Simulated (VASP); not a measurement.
# Cr (Pm-3m) in VASP: a series of runs

Runs on Cr. Level: PBEsol. Tasks: single point.

All numbers are computed with VASP 6.6.1; they aren't measurements. Logs are shortened: lines on timing, memory, paths and dates and some standing lists are left out, and cuts for length are marked.

## (1) The cell of the first run

Symmetry: Pm-3m, No. 221, cubic system. Conventional cell: a = 2.108 Å, b = 2.108 Å, c = 2.108 Å, α = 90.00°, β = 90.00°, γ = 90.00°. Cr (site symmetry m-3m) has 6 Cr at 2.11 Å within 2.8 Å.

## (2) Single point, PBEsol, collinear spin, ferromagnetic start (volume scaled by 0.76)

Input file INCAR:

```
SYSTEM = Cr
PREC = Accurate
ENCUT = 520
EDIFF = 1E-6
ISMEAR = -1
SIGMA = 0.1
LREAL = .False.
LASPH = .True.
NELM = 150
ALGO = Normal
ISIF = 2
LWAVE = .False.
LCHARG = .True.
ISPIN = 2
MAGMOM = 2
LORBIT = 11
LMAXMIX = 4
GGA = PS
LELF = .True.
LVHAR = .True.
NBANDS = 16
```

Input file KPOINTS:

```
Automatic mesh
0
Gamma
  16 16 16
  0 0 0
```

Input file POSCAR:

```
Cr
1.0
    2.1075795456      0.0000000000      0.0000000000
    0.0000000000      2.1075795456      0.0000000000
    0.0000000000      0.0000000000      2.1075795456
Cr
1
Direct
    0.0000000000      0.0000000000      0.0000000000
```

Potentials or basis: VASP PAW PBE potentials, release 64 (Cr_pv).

Run with:

```sh
cat potpaw_PBE.64/Cr_pv/POTCAR > POTCAR
mpirun -np 1 vasp_std > vasp.out
```

OUTCAR:

```text
SYSTEM = Cr
   PREC = Accurate
   ENCUT = 520
   EDIFF = 1E-6
   ISMEAR = -1
   LREAL = .False.
   LASPH = .True.
   NELM = 150
   ISIF = 2
   ISPIN = 2
   LORBIT = 11
   GGA = PS

 ion  position               nearest neighbor table
   1  0.000  0.000  0.000-

  LATTYP: Found a simple cubic cell.
 ALAT       =     2.1075795456

  Lattice vectors:

 A1 = (   2.1075795456,   0.0000000000,   0.0000000000)
 A2 = (   0.0000000000,   2.1075795456,   0.0000000000)
 A3 = (   0.0000000000,   0.0000000000,   2.1075795456)

Analysis of symmetry for initial positions (statically):
=====================================================================
 Subroutine PRICEL returns:
 Original cell was already a primitive cell.

 Routine SETGRP: Setting up the symmetry group for a
 simple cubic supercell.

 Subroutine GETGRP returns: Found 48 space group operations
 (whereof 48 operations were pure point group operations)
 out of a pool of 48 trial point group operations.

The static configuration has the point symmetry O_h .

Analysis of symmetry for dynamics (positions and initial velocities):
=====================================================================
 Subroutine PRICEL returns:
 Original cell was already a primitive cell.

 Routine SETGRP: Setting up the symmetry group for a
 simple cubic supercell.

 Subroutine GETGRP returns: Found 48 space group operations
 (whereof 48 operations were pure point group operations)
 out of a pool of 48 trial point group operations.

The dynamic configuration has the point symmetry O_h .

Analysis of structural, dynamic, and magnetic symmetry:
=====================================================================
 Subroutine PRICEL returns:
 Original cell was already a primitive cell.

 Routine SETGRP: Setting up the symmetry group for a
 simple cubic supercell.

 Subroutine GETGRP returns: Found 48 space group operations
 (whereof 48 operations were pure point group operations)
 out of a pool of 48 trial point group operations.

The overall configuration has the point symmetry O_h .

 Subroutine INISYM returns: Found 48 space group operations
 (whereof 48 operations are pure point group operations),
 and found     1 'primitive' translations

----------------------------------------------------------------------------------------

                                     Primitive cell

  volume of cell :       9.3616

  direct lattice vectors                    reciprocal lattice vectors
     2.107579546  0.000000000  0.000000000     0.474477939  0.000000000  0.000000000
     0.000000000  2.107579546  0.000000000     0.000000000  0.474477939  0.000000000
     0.000000000  0.000000000  2.107579546     0.000000000  0.000000000  0.474477939

  length of vectors
     2.107579546  2.107579546  2.107579546     0.474477939  0.474477939  0.474477939

  position of ions in fractional coordinates (direct lattice)
     0.000000000  0.000000000  0.000000000

  ion indices of the primitive-cell ions
   primitive index   ion index
                 1           1

----------------------------------------------------------------------------------------

 KPOINTS: Automatic mesh

Automatic generation of k-mesh.
 Grid dimensions read from file:
 generate k-points for:   16   16   16

 Generating k-lattice:

  Cartesian coordinates                     Fractional coordinates (reciprocal lattice)
     0.029654871  0.000000000  0.000000000     0.062500000  0.000000000  0.000000000
     0.000000000  0.029654871  0.000000000     0.000000000  0.062500000  0.000000000
     0.000000000  0.000000000  0.029654871     0.000000000  0.000000000  0.062500000

  Length of vectors
     0.029654871  0.029654871  0.029654871

  Shift w.r.t. Gamma in fractional coordinates (k-lattice)
     0.000000000  0.000000000  0.000000000

 Subroutine IBZKPT returns following result:
 ===========================================

 Found    165 irreducible k-points:

 Following reciprocal coordinates:
            Coordinates               Weight
  0.000000  0.000000  0.000000      1.000000
  0.062500  0.000000  0.000000      6.000000
  0.125000  0.000000  0.000000      6.000000
  0.187500  0.000000  0.000000      6.000000
  0.250000  0.000000  0.000000      6.000000
  0.312500  0.000000  0.000000      6.000000
[... 16 lines left out ...]
  0.437500  0.125000  0.000000     24.000000
  0.500000  0.125000  0.000000     12.000000
 [... further k-points ...]
   k-points           NKPTS =    165   k-points in BZ     NKDIM =    165   number of bands    NBANDS=     16
   number of dos      NEDOS =    301   number of ions     NIONS =      1
   total plane-waves  NPLWV =   4096
   dimension x,y,z NGX =    16 NGY =   16 NGZ =   16
   dimension x,y,z NGXF=    32 NGYF=   32 NGZF=   32
   ions per type =               1
   NGX,Y,Z   is equivalent  to a cutoff of  12.62, 12.62, 12.62 a.u.
   NGXF,Y,Z  is equivalent  to a cutoff of  25.24, 25.24, 25.24 a.u.
 SYSTEM =  Cr
   PREC   = accura    normal or accurate (medium, high low for compatibility)
   ISTART =      0    job   : 0-new  1-cont  2-samecut
   ICHARG =      2    charge: 1-file 2-atom 10-const
   ISPIN  =      2    spin polarized calculation?
   LNONCOLLINEAR =      F non collinear calculations
   LSORBIT =      F    spin-orbit coupling
   LASPH  =      T    aspherical Exc in radial PAW
   ENCUT  =  520.0 eV  38.22 Ry    6.18 a.u.   3.92  3.92  3.92*2*pi/ulx,y,z
   NELM   =    150;   NELMIN=  2; NELMDL= -5     # of ELM steps
   EDIFF  = 0.1E-05   stopping-criterion for ELM
   LREAL  =      F    real-space projection
   EDIFFG = 0.1E-04   stopping-criterion for IOM
   NSW    =      0    number of steps for IOM
   IBRION =     -1    ionic relax: 0-MD 1-quasi-New 2-CG
   NFREE  =      0    steps in history (QN), initial steepest desc. (CG)
   ISIF   =      2    stress and relaxation
   ISYM   =      2    0-nonsym 1-usesym 2-fastsym
   POTIM  = 0.5000    time-step for ionic-motion
   TEBEG  =    0.0;   TEEND  =   0.0 temperature during run
   PSTRESS=    0.0 pullay stress
   NELECT =      12.0000    total number of electrons
   NUPDOWN=      -1.0000    fix difference up-down
   EMIN   =  10.00;   EMAX   =-10.00  energy-range for DOS
   EFERMI =   0.00;   METHOD = LEGACY
   ISMEAR =    -1;   SIGMA  =   0.10  broadening in eV -4-tet -1-fermi 0-gaus
   EFERMI_NEDOS =   21; number of points for ismear=-14 and -15
   IALGO  =     38    algorithm
   IMIX   =      4    mixing-type and parameters
     AMIX     =   0.40;   BMIX     =  1.00
     AMIX_MAG =   1.60;   BMIX_MAG =  1.00
  volume/ion in A,a.u.               =       9.36        63.18
  Fermi-wavevector in a.u.,A,eV,Ry     =   1.778353  3.360600 43.028954  3.162539
  Thomas-Fermi vector in A             =   2.843563
   LORBIT       =     11    0 simple, 1 ext, 2 COOP (PROOUT), +10 PAW based schemes
   GGA     = PS    functional components
   LHFCALC =     F    Hartree Fock is set to
   AEXX    =    0.0000 exact exchange contribution
   IVDW    =     0    specifies the selected vdW correction
   LEPSILON=     F    determine dielectric tensor
   LRPA    =     F    only Hartree local field effects (RPA)
 spin polarized calculation
  energy-cutoff  :      520.00
  volume of cell :        9.36
 maximum number of plane-waves:       280
 NGX is ok and might be reduce to    16
   NGX =  7   NGY =  7   NGZ =  7

 number of electron      12.0000023 magnetization      -0.0009422

 number of electron      12.0000023 magnetization       0.0002326

 Free energy of the ion-electron system (eV)
  ---------------------------------------------------
  ext. energy  EPLUGINS =         0.00000000
  ---------------------------------------------------
  free energy    TOTEN  =        -8.46490458 eV

  energy without entropy =       -8.42518145  energy(sigma->0) =       -8.44504302

 E-fermi :  14.1749     XC(G=0): -14.9701

 val. band max:       14.1677925644   @ k =   0.5000   0.3125   0.1875
 cond. band min:      14.1962914462   @ k =   0.5000   0.4375   0.1250
 fundamental gap:      0.0284988819
 Fermi energy:        14.1749272008

 spin component 1

 k-point     1 :       0.0000    0.0000    0.0000
  band No.  band energies     occupation
      1     -27.6898      1.00000
      2     -27.6898      1.00000
      3     -27.6898      1.00000
      4       5.8203      1.00000
      5       9.4331      1.00000
      6       9.4331      1.00000
[... 8 lines left out ...]
     15      44.5982      0.00000
     16      49.8707      0.00000

 k-point     2 :       0.0625    0.0000    0.0000
  band No.  band energies     occupation
      1     -27.7939      1.00000
      2     -27.6810      1.00000
      3     -27.6810      1.00000
      4       5.9855      1.00000
      5       9.4735      1.00000
      6       9.5899      1.00000
[... 8 lines left out ...]
     15      45.3791      0.00000
     16      50.5769      0.00000

 k-point     3 :       0.1250    0.0000    0.0000
  band No.  band energies     occupation
      1     -28.0860      1.00000
      2     -27.6557      1.00000
      3     -27.6557      1.00000
      4       6.4507      1.00000
      5       9.5902      1.00000
      6      10.0525      1.00000
[... 8 lines left out ...]
     15      46.2687      0.00000
     16      52.8457      0.00000

 k-point     4 :       0.1875    0.0000    0.0000
  band No.  band energies     occupation
      1     -28.5116      1.00000
      2     -27.6178      1.00000
      3     -27.6178      1.00000
      4       7.1405      1.00000
      5       9.7691      1.00000
      6      10.7847      1.00000
[... 8 lines left out ...]
     15      46.5617      0.00000
     16      56.2511      0.00000
[... 324 lines left out ...]
 k-point    22 :       0.3750    0.1250    0.0000
  band No.  band energies     occupation
      1     -29.7973      1.00000
      2     -27.8555      1.00000
      3     -27.4571      1.00000
      4       9.9945      1.00000
      5      10.9097      1.00000
      6      12.4922      1.00000
[... 8 lines left out ...]
     15      47.6914      0.00000
     16      53.2022      0.00000

 k-point    23 :       0.4375    0.1250    0.0000
  band No.  band energies     occupation
      1     -30.0482      1.00000
      2     -27.8261      1.00000
      3     -27.4315      1.00000
      4      10.6043      1.00000
      5      11.1753      1.00000
      6      12.1404      1.00000
[... 8 lines left out ...]
     15      47.7187      0.00000
     16      51.7059      0.00000

 k-point    24 :       0.5000    0.1250    0.0000
  band No.  band energies     occupation
      1     -30.1354      1.00000
      2     -27.8157      1.00000
      3     -27.4224      1.00000
      4      10.8083      1.00000
      5      11.6243      1.00000
      6      11.6531      1.00000
[... 8 lines left out ...]
     15      49.5962      0.00000
     16      49.7614      0.00000

 [... further k-points ...]

 spin component 2

 k-point     1 :       0.0000    0.0000    0.0000
  band No.  band energies     occupation
      1     -27.6896      1.00000
      2     -27.6896      1.00000
      3     -27.6896      1.00000
      4       5.8204      1.00000
      5       9.4333      1.00000
      6       9.4333      1.00000
[... 8 lines left out ...]
     15      44.5983      0.00000
     16      49.8708      0.00000

 k-point     2 :       0.0625    0.0000    0.0000
  band No.  band energies     occupation
      1     -27.7937      1.00000
      2     -27.6808      1.00000
      3     -27.6808      1.00000
      4       5.9856      1.00000
      5       9.4737      1.00000
      6       9.5901      1.00000
[... 8 lines left out ...]
     15      45.3792      0.00000
     16      50.5770      0.00000

 k-point     3 :       0.1250    0.0000    0.0000
  band No.  band energies     occupation
      1     -28.0857      1.00000
      2     -27.6555      1.00000
      3     -27.6555      1.00000
      4       6.4508      1.00000
      5       9.5904      1.00000
      6      10.0527      1.00000
[... 8 lines left out ...]
     15      46.2688      0.00000
     16      52.8458      0.00000

 k-point     4 :       0.1875    0.0000    0.0000
  band No.  band energies     occupation
      1     -28.5113      1.00000
      2     -27.6176      1.00000
      3     -27.6176      1.00000
      4       7.1406      1.00000
      5       9.7693      1.00000
      6      10.7849      1.00000
[... 8 lines left out ...]
     15      46.5618      0.00000
     16      56.2512      0.00000
[... 324 lines left out ...]
 k-point    22 :       0.3750    0.1250    0.0000
  band No.  band energies     occupation
      1     -29.7970      1.00000
      2     -27.8553      1.00000
      3     -27.4568      1.00000
      4       9.9946      1.00000
      5      10.9099      1.00000
      6      12.4923      1.00000
[... 8 lines left out ...]
     15      47.6916      0.00000
     16      53.2023      0.00000

 k-point    23 :       0.4375    0.1250    0.0000
  band No.  band energies     occupation
      1     -30.0480      1.00000
      2     -27.8259      1.00000
      3     -27.4312      1.00000
      4      10.6045      1.00000
      5      11.1754      1.00000
      6      12.1406      1.00000
[... 8 lines left out ...]
     15      47.7189      0.00000
     16      51.7060      0.00000

 k-point    24 :       0.5000    0.1250    0.0000
  band No.  band energies     occupation
      1     -30.1351      1.00000
      2     -27.8155      1.00000
      3     -27.4222      1.00000
      4      10.8085      1.00000
      5      11.6244      1.00000
      6      11.6533      1.00000
[... 8 lines left out ...]
     15      49.5963      0.00000
     16      49.7615      0.00000

 [... further k-points ...]
[... 5 lines left out ...]
  --------------------------------------------------------------------------------------
  -------------------------------------------------------------------------------------
  Total        5.9112213      5.9112213      5.9112213     -0.0000000     -0.0000000     -0.0000000
  in kB     1011.6630229   1011.6630229   1011.6630229     -0.0000000     -0.0000000     -0.0000000
  external PRESSURE =    1011.6630229 kB  Pullay stress =       0.0000000 kB

 VOLUME and BASIS-vectors are now :
 -----------------------------------------------------------------------------
  energy-cutoff  :      520.00
  volume of cell :        9.36
      direct lattice vectors                 reciprocal lattice vectors
     2.107579546  0.000000000  0.000000000     0.474477939  0.000000000  0.000000000
     0.000000000  2.107579546  0.000000000     0.000000000  0.474477939  0.000000000
     0.000000000  0.000000000  2.107579546     0.000000000  0.000000000  0.474477939

 POSITION                                       TOTAL-FORCE (eV/Angst)
 -----------------------------------------------------------------------------------
      0.00000      0.00000      0.00000         0.000000      0.000000      0.000000
 -----------------------------------------------------------------------------------
    total drift:                               -0.000000      0.000000      0.000000

  FREE ENERGIE OF THE ION-ELECTRON SYSTEM (eV)
  ---------------------------------------------------
  free  energy   TOTEN  =        -8.4649045815 eV

  energy  without entropy=       -8.4251814538  energy(sigma->0) =       -8.44504302

 total charge

# of ion       s       p       d       tot
------------------------------------------
    1        0.518   6.468   4.863  11.849

 magnetization (x)

# of ion       s       p       d       tot
------------------------------------------
    1        0.000   0.000   0.000   0.000
```

Wall time 10 s (1 thread of Intel Xeon 6975P-C (Granite Rapids), shared host); peak memory 0.14 GiB.

What came out:

```
Free energy                                           : -8.4649 eV
Pressure                                              : 101.2 GPa
Band gap on the k mesh                                : zero (filled and empty bands overlap)
Net moment                                            : 0.00 μB per cell
Valence electrons inside the program's atomic spheres : Cr 11.85
```

Caveat: the starting moments collapsed, and a magnetic state may lie lower; the PAW data sets were made with another functional, which shifts forces and pressure a little.

## (3) Single point, PBEsol, collinear spin, ferromagnetic start (volume scaled by 0.76)

Input file INCAR:

```
ALGO = Normal ; EDIFF = 1E-7
ENCUT = 520 ; GGA = PS
ISIF = 2 ; ISMEAR = -1
ISPIN = 2 ; LASPH = True
LCHARG = False ; LMAXMIX = 4
LORBIT = 11 ; LREAL = False
LWAVE = False ; MAGMOM = 2
NBANDS = 16 ; NELM = 150
PREC = Accurate ; SIGMA = 0.1
```

Input file KPOINTS:

```
k-points
0
Gamma
  16 16 16
```

POSCAR is that of step 2.

Potentials or basis: VASP PAW PBE potentials, release 64 (Cr_pv).

Run with:

```sh
cat potpaw_PBE.64/Cr_pv/POTCAR > POTCAR
mpirun -np 1 vasp_std > vasp.out
```

It took 10 s on 1 thread of Intel Xeon 6975P-C (Granite Rapids), shared host; peak memory 0.14 GiB.

Results (log left out):

```yaml
Free_energy: -8.4649 eV
Pressure: 101.2 GPa
Band_gap_on_the_k_mesh: zero (filled and empty bands overlap)
Net_moment: 0.00 μB per cell
Valence_electrons_inside_the_program's_atomic_spheres: Cr 11.85
```

Levels at points of the mesh, in eV from the Fermi level:
Spin up:
```
           k point  band 2  band 3  band 4  band 5  band 6  band 7  band 8  band 9  band 10  band 11
(0.00, 0.00, 0.00)  -41.86  -41.86   -8.35   -4.74   -4.74    3.72    3.72    3.72     7.82    23.89
(0.50, 0.00, 0.00)  -41.63  -41.63   -3.58   -3.51   -0.40    0.60    0.60    4.01     7.82    10.84
(0.50, 0.50, 0.00)  -43.94  -41.41   -7.05   -2.13    1.29    1.29    5.73    7.82     8.56     8.56
(0.50, 0.50, 0.50)  -43.57  -43.57   -4.65   -4.65   -4.65    5.91    5.91    7.82    11.31    19.57
```
Spin down:
```tsv
k point	band 3	band 4	band 5	band 6	band 7	band 8	band 9	band 10
(0.00, 0.00, 0.00)	-41.86	-8.35	-4.74	-4.74	3.72	3.72	3.72	7.82
(0.50, 0.00, 0.00)	-41.63	-3.58	-3.51	-0.40	0.60	0.60	4.01	7.82
(0.50, 0.50, 0.00)	-41.41	-7.05	-2.13	1.29	1.29	5.73	7.82	8.56
(0.50, 0.50, 0.50)	-43.57	-4.65	-4.65	-4.65	5.91	5.91	7.82	11.31
```

Caveat: the starting moments collapsed, and a magnetic state may lie lower; the PAW data sets were made with another functional, which shifts forces and pressure a little.
